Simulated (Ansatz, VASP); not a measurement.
# Si2Mo in VASP and in Ansatz

```
Si Mo
1.0
    -1.59510    1.59510    3.91037
     1.59510   -1.59510    3.91037
     1.59510    1.59510   -3.91037
Si Mo
2 1
Cartesian
  0.0000 0.0000 2.6205
  0.0000 0.0000 5.2003
  0.0000 0.0000 0.0000
```

Alike in both runs: functional PBEsol; k mesh 18 × 18 × 18; occupations gaussian, width 0.1 eV; no spin polarisation.

Ansatz relaxed the structure, and its values are those at the end. VASP's run is a single point on that final structure, the one shown.

```csv
,VASP,Ansatz
version,VASP 6.6.1,Ansatz 0.2.0
potentials or method,"VASP PAW PBE potentials, release 64 (Si, Mo_sv), cutoff 520 eV","scalar-relativistic, plane waves, PAW"
valence electrons in the cell,22,22
```

Ansatz gave:

| Quantity | Value |
| --- | --- |
| gap on the k mesh at the Fermi level (eV) | none |
| pressure (GPa) | 0.0 |

Task: Estimate VASP's values.

Result: gap on the k mesh at the Fermi level (eV): none; pressure (GPa): 0.4.

VASP's potentials were made for PBE, not for PBEsol. A gap of «none» marks a metal or a gap that the smearing closes.
